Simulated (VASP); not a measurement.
Write the native input for VASP 6.6.1 that does the following.

```
Task                   : single point
Functional             : revPBE
Dispersion             : D4
Potentials or basis    : VASP PAW PBE potentials, release 64 (Pb_d)
Cutoff                 : 520 eV
k mesh                 : 9 × 9 × 9
Occupations            : fermi-dirac, width 0.05 eV
Spin                   : no spin polarisation
Dipole correction      : no
Further INCAR settings : ALGO = Fast; EDIFF = 1e-06; NBANDS = 13
```

The structure of Pb lies in POSCAR:

```
Pb
1.0
    0.0000000000      2.5235621278      2.5235621278
    2.5235621278      0.0000000000      2.5235621278
    2.5235621278      2.5235621278      0.0000000000
Pb
1
Direct
    0.0000000000      0.0000000000      0.0000000000
```

These files were run (other wordings do the same):

INCAR

```
SYSTEM = Pb
PREC = Accurate
ENCUT = 520
EDIFF = 1E-6
ISMEAR = -1
SIGMA = 0.05
LREAL = .FALSE.
LASPH = .TRUE.
NELM = 60
ALGO = Fast
ISIF = 2
LWAVE = .FALSE.
LCHARG = .FALSE.
GGA = RE
IVDW = 13
NBANDS = 13
```

KPOINTS

```
regular mesh
0
G
  9 9 9
  0 0 0
```

Potentials or basis: VASP PAW PBE potentials, release 64 (Pb_d).

Command:

```console
$ cat potpaw_PBE.64/Pb_d/POTCAR > POTCAR
$ mpirun -np 1 vasp_std > vasp.out
```

It gave:

The pressure is -2.0 GPa. The band gap on the k mesh is zero (band 7 reaches 13.72 eV, above the bottom of band 8 at 5.32 eV) and the dispersion energy per atom is -0.564 eV.

Caveat: the PAW data sets were made with another functional, which shifts forces and pressure a little; spin-orbit coupling is left out, which moves the levels of the heavy elements; pairwise dispersion overbinds metals, which lowers pressure and volume.

Run time: 16 s on 1 thread of Intel(R) Xeon(R) Platinum 8488C (Sapphire Rapids), with other jobs on the host, peak memory 0.15 GiB.
